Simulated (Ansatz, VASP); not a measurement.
SiO2: VASP beside Ansatz

```xyz
12
Lattice="-2.8379 2.8379 5.6602 2.8379 -2.8379 5.6602 2.8379 2.8379 -5.6602" Properties=species:S:1:pos:R:3 pbc="T T T"
Si    0.7868    4.2568    1.4151
Si    4.2568    0.7868   -1.4151
Si   -1.4189    2.0511    4.2452
Si    2.0511   -1.4189    7.0753
O     0.0000    2.8379    1.5138
O     4.0745    1.2366    2.8301
O     1.6013   -1.2366    2.8301
O     0.0000    0.0000    1.3163
O     0.0000    0.0000   10.0042
O     0.0000    2.8379    4.1464
O     1.2366   -1.2366    5.6602
O    -1.2366    1.2366    5.6602
```

Alike in both runs: task single point; functional PBE; k mesh 4 × 4 × 4; occupations fermi-dirac, width 0.05 eV; no spin polarisation.

|  | VASP | Ansatz |
| --- | --- | --- |
| version | VASP 6.6.1 | Ansatz 0.2.0 |
| potentials or method | VASP PAW PBE potentials, release 64 (Si, O) | Ansatz PAW |
| plane-wave cutoff (eV) | 520 | 420 |
| valence electrons in the cell | 64 | 64 |

|  | VASP | Ansatz | Ansatz less VASP |
| --- | --- | --- | --- |
| gap on the k mesh at the Fermi level (eV) | 4.84 | 4.84 | -0.002 |
| least direct gap on the mesh (eV) | 4.84 | 4.84 | -0.002 |
| pressure (GPa) | 0.1 | -0.1 | -0.13 |
| traceless stress, the component that is largest in VASP (GPa) | -0.03 | -0.21 | -0.182 |
| rms of the force components (eV/Å) | 0.004 | 0.004 | +0.0007 |

Atom by atom the forces differ by 0.003 eV/Å (rms over components).
